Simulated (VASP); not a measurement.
Runs of VASP 6.6.1 on SnO2. It takes space group P4_2/mnm (No. 136, tetragonal). Conventional cell: a = 4.738 Å, b = 4.738 Å, c = 3.187 Å, α = 90.00°, β = 90.00°, γ = 90.00°. Within 2.7 Å of Sn (site symmetry mmm) lie 6 O at 2.05 to 2.06 Å. Within 2.7 Å of O (site symmetry m2m) lie 3 Sn at 2.05 to 2.06 Å and 1 O at 2.59 Å. 

```tsv
k mesh	gap on the mesh (eV)	pressure (GPa)	largest force (eV/Å)
4 × 4 × 6	1.18	3.4	0.23
2 × 2 × 2	1.13	3.4	0.33
6 × 6 × 10	1.18	3.4	0.23
2 × 2 × 4	1.17	(a)	0.20
4 × 4 × 4	1.18	3.4	0.23
6 × 6 × 8	1.18	3.4	0.23
```

Alike in all rows: task single point; level PBEsol+D4; potentials or basis VASP PAW PBE potentials, release 64 (Sn_d, O); no spin polarisation; cell as given; cutoff (eV) 520; smearing gaussian 0.01 eV.

**Question.** Estimate the missing entries.

**Answer.** (a) 3.1.

Caveats: some runs use coarse meshes; the PAW data sets were made with another functional, which shifts forces and pressure a little; spin-orbit coupling is left out, which moves the levels of the heavy elements; the cell stands under pressure (at least some runs).

A k mesh can miss the band edges, and the runs leave out spin-orbit coupling on Sn.
